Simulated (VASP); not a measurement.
NaI: single point with r2SCAN

The system is NaI.

```
CELL_PARAMETERS angstrom
-0.00807 3.22972 3.22972
3.22972 -0.00807 3.22972
3.22165 3.22165 0.00000
ATOMIC_POSITIONS crystal
Na 0.00000 0.00000 0.00000
I 0.50000 0.50000 0.50000
```

This cell differs from its parent crystal: shear xy strain -0.5%.

```
Program             : VASP 6.6.1
Task                : single point
Functional          : r2SCAN
Potentials or basis : VASP PAW PBE potentials, release 64 (Na_pv, I)
Cutoff              : 520 eV
k mesh              : 8 × 8 × 8
Occupations         : gaussian, width 0.01 eV
Spin                : no spin polarisation
```

```yaml
Pressure: -0.1 GPa
Band_gap_on_the_k_mesh: 4.45 eV, direct
```

Levels at points of the mesh, in eV from the valence-band top:
| k point | band 4 | band 5 | band 6 | band 7 | band 8 | band 9 | band 10 | band 11 |
| --- | --- | --- | --- | --- | --- | --- | --- | --- |
| (0.00, 0.00, 0.00) | -11.37 | -0.02 | -0.01 | 0.00 | 4.45 | 8.43 | 8.46 | 8.49 |
| (0.50, 0.00, 0.00) | -11.04 | -2.22 | -0.31 | -0.30 | 5.69 | 8.06 | 8.09 | 9.81 |
| (0.50, 0.50, 0.00) | -10.95 | -1.97 | -0.80 | -0.76 | 5.22 | 6.00 | 10.76 | 12.18 |
| (0.00, 0.00, 0.50) | -11.03 | -2.22 | -0.32 | -0.31 | 5.68 | 8.04 | 8.06 | 9.82 |
| (0.50, 0.00, 0.50) | -10.95 | -1.97 | -0.78 | -0.78 | 5.22 | 6.00 | 10.76 | 12.18 |

It took 4.5 min on 1 thread of Intel Xeon 6975P-C, with other jobs on the host, peak memory 0.27 GiB.

Caveat: the cell differs from its parent crystal (shear xy strain -0.5%); the PAW data sets were made with another functional, which shifts forces and pressure a little; spin-orbit coupling is left out, which moves the levels of the heavy elements.
